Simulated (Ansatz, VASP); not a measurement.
**VN: VASP beside Ansatz**

```
V N
1.0
     0.00000    2.05829    2.05829
     2.05829    0.00000    2.05829
     2.05829    2.05829    0.00000
V N
1 1
Direct
  0.00000 0.00000 0.00000
  0.50000 0.50000 0.50000
```

Alike in both runs: functional PBE; k mesh 18 × 18 × 18; occupations gaussian, width 0.1 eV; collinear spin.

Ansatz relaxed the structure, and its values are those at the end. VASP's run is a single point on that final structure, the one shown.

```csv
,VASP,Ansatz
version,VASP 6.6.1,Ansatz 0.2.0
potentials or method,"VASP PAW PBE potentials, release 64 (V_sv, N), cutoff 520 eV","scalar-relativistic, plane waves, PAW"
valence electrons in the cell,18,18
```

|  | VASP | Ansatz | Ansatz less VASP |
| --- | --- | --- | --- |
| gap on the k mesh at the Fermi level (eV) | none | none | - |
| pressure (GPa) | 0.7 | 0.0 | -0.77 |
| net moment per atom (μB) | 0.00 | 0.00 | 0.000 |

A gap of «none» marks a metal or a gap that the smearing closes. Ansatz's warnings: seeded moment not kept.
